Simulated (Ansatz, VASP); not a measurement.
# One calculation of SrCl2, two programs

Contents of INCAR:

```
  PREC = Accurate
  ENCUT = 520
  EDIFF = 1E-6
  ISMEAR = 0
  SIGMA = 0.05
  LREAL = F
  LASPH = T
  NELM = 100
  ALGO = Normal
  ISIF = 2
  LWAVE = F
  LCHARG = F
  NBANDS = 19
```

Contents of KPOINTS:

```
regular mesh
0
Gamma
  6 6 6
```

POSCAR

```
SrCl2
1.0
    0.0000000000      3.2066600000      3.3460800000
    3.2066600000      0.0000000000      3.3460800000
    3.2066600000      3.2066600000      0.0000000000
Sr Cl
1 2
Direct
    0.0000000000      0.0000000000      0.0000000000
    0.2500000000      0.2500000000      0.2500000000
    0.7500000000      0.7500000000      0.7500000000
```

Input for Ansatz:

```yaml
crystal:
  lattice:
    - [0.0, 3.20666, 3.34608]
    - [3.20666, 0.0, 3.34608]
    - [3.20666, 3.20666, 0.0]
  atoms:
    - { symbol: Sr, position: [0.0, 0.0, 0.0] }
    - { symbol: Cl, position: [0.25, 0.25, 0.25] }
    - { symbol: Cl, position: [0.75, 0.75, 0.75] }
basis:
  ecutwfc: 420
kpoints:
  mp_grid: { grid: [6, 6, 6] }
hamiltonian:
  xc: lda
scf:
  occupations: { method: gaussian, width: 0.05 }
output:
  forces: true
  stress: true
  eigenvalues: true
```

Change from the starting cell: strain -0.080 along x and y, -0.040 along z, atoms carried along.

Alike in both runs: task single point; functional LDA; k mesh 6 × 6 × 6; occupations gaussian, width 0.05 eV; no spin polarisation.

|  | VASP | Ansatz |
| --- | --- | --- |
| version | VASP 6.6.1 | Ansatz 0.2.0 |
| potentials or method | VASP PAW LDA potentials, release 64 (Sr_sv, Cl), cutoff 520 eV | scalar-relativistic, plane waves, PAW |
| valence electrons in the cell | 24 | 24 |

```tsv
	VASP	Ansatz	Ansatz less VASP
gap on the k mesh at the Fermi level (eV)	4.78	4.79	+0.008
least direct gap on the mesh (eV)	4.80	4.81	+0.007
pressure (GPa)	8.3	8.0	-0.35
traceless stress, the component that is largest in VASP (GPa)	-1.94	-1.96	-0.019
```

LDA's correlation is that of Perdew and Zunger in VASP and of Perdew and Wang (1992) in Ansatz.
